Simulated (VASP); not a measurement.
Here is a VASP 6.6.1 calculation.

INCAR

```
PREC = Accurate
ENCUT = 600
EDIFF = 1E-6
ISMEAR = 0
SIGMA = 0.05
LREAL = False
LASPH = True
NELM = 100
ALGO = Normal
ISIF = 8
LWAVE = False
LCHARG = False
IBRION = 2
NSW = 60
EDIFFG = -0.01
```

Contents of KPOINTS:

```
regular mesh
0
Gamma
  7 7 4
```

The input POSCAR:

```
HfTa
1.0
    1.7127500000     -2.3996000000      0.0000000000
    1.7127500000      2.3996000000      0.0000000000
    0.0000000000      0.0000000000      4.8475500000
Hf Ta
1 1
Direct
    0.0000000000      0.0000000000      0.0000000000
    0.5000000000      0.5000000000      0.5000000000
```

Potentials or basis: VASP PAW LDA potentials, release 64 (Hf_pv, Ta_pv).

The run is started by

```console
$ cat potpaw_LDA.64/Hf_pv/POTCAR potpaw_LDA.64/Ta_pv/POTCAR > POTCAR
$ mpirun -np 1 vasp_std > vasp.out
```

Task: Estimate the relaxed cell.

Result: a = 2.886 Å, b = 2.886 Å, c = 4.745 Å, α = 90.00°, β = 90.00°, γ = 108.96°.

Task: Predict the band gap on the k mesh.

Result: Zero (an odd number of electrons rules out a gap without spin polarisation).

Task: What does it give for the space group after relaxing (to 0.1 Å)?

Result: Cmmm (No. 65).

Task: Estimate the relaxed volume.

Result: 18.69 Å³/atom.

Step by step:
| step | energy change (eV) | largest force (eV/Å) | pressure (GPa) | volume (Å³) |
| --- | --- | --- | --- | --- |
| 1 | 0.0000 | 0.0000 | -9.15 | 39.85 |
| 2 | 0.1375 | 0.0000 | 19.78 | 33.64 |
| 3 | -0.0739 | 0.0000 | -0.19 | 37.43 |
| 4 | -0.0740 | 0.0000 | -0.03 | 37.38 |

Caveat: spin-orbit coupling is left out, which moves the levels of the heavy elements.
